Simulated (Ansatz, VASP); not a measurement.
Lu in VASP and in Ansatz

```xyz
2
Lattice="3.5455 0.0000 0.0000 -1.7728 3.0705 0.0000 0.0000 0.0000 5.4553" Properties=species:S:1:pos:R:3 pbc="T T T"
Lu    0.0000    2.0470    1.3638
Lu    1.7728    1.0235    4.0915
```

Change from the starting cell: z stretched by -2 % at fixed volume, PAW files.

Alike in both runs: task electric field gradients; functional PBE; k mesh 13 × 13 × 8; occupations fermi-dirac, width 0.03 eV; no spin polarisation.

```csv
,VASP,Ansatz
version,VASP 6.6.1,Ansatz 0.2.0
potentials or method,"VASP PAW PBE potentials, release 64 (Lu)","PAW with Ansatz's default frozen-core files, scalar-relativistic"
plane-wave cutoff (eV),520,420
valence electrons in the cell,50,50
```

Ansatz gave:

* pressure (GPa): -1.0
* traceless stress, the component that is largest in VASP (GPa): 0.53
* size of Vzz on the site where it differs most (V/Å²): 74.3

Q: Which values does VASP return?

A: Pressure (GPa): -0.8; traceless stress, the component that is largest in VASP (GPa): 0.52; size of Vzz on the site where it differs most (V/Å²): 85.6.

Neither program's run includes spin-orbit coupling.
